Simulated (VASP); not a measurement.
The system is CoO.

```
Co O
1.0
     1.60222    0.92504    2.56647
    -1.60222    0.92504    2.56647
     0.00000   -1.85008    2.56647
Co O
1 1
Direct
  0.99898 0.99898 0.99898
  0.75102 0.75102 0.75102
```

| Item | Value |
| --- | --- |
| Program | VASP 6.6.1 |
| Task | relaxation of cell and atoms |
| Functional | LDA |
| Potentials or basis | VASP PAW LDA potentials, release 64 (Co, O) |
| Cutoff | 600 eV |
| k mesh | 10 × 10 × 10 |
| Occupations | fermi-dirac, width 0.05 eV |
| Spin | collinear spin, ferromagnetic start |
| Starting moments | [2.0, 0.0] μB |

At the start: pressure -17.8 GPa; volume 11.41 Å³/atom.

How do energy, volume and symmetry change on relaxing?

Over 10 steps the energy falls by 123.4 meV/atom and the volume is 9.83 Å³/atom (-13.9 %); space group F-43m (No. 216, to 0.05 Å); moment 1.57 μB per cell.

The path:
```tsv
step	energy change (eV)	largest force (eV/Å)	pressure (GPa)	volume (Å³)
1	0.0000	0.1950	-17.80	22.82
2	-0.2248	0.0236	9.27	18.89
3	-0.2460	0.0940	1.03	19.56
4	-0.2462	0.1049	-0.28	19.68
5	-0.2462	0.0997	0.29	19.62
6	-0.2465	0.0763	0.15	19.64
7	-0.2467	0.0107	0.20	19.63
8	-0.2467	0.0072	0.26	19.63
9	-0.2468	0.0062	-0.13	19.67
10	-0.2468	0.0070	0.00	19.66
```

Final structure:
```yaml
crystal:
  lattice:
    - [1.51659, 0.87560, 2.46730]
    - [-1.51659, 0.87560, 2.46730]
    - [0.00000, -1.75121, 2.46730]
  atoms:
    - { symbol: Co, position: [0.00030, 0.00030, 0.00030] }
    - { symbol: O, position: [0.74970, 0.74970, 0.74970] }
```

Caveat: a cell with one magnetic atom can't hold antiferromagnetic order, which such compounds often take.
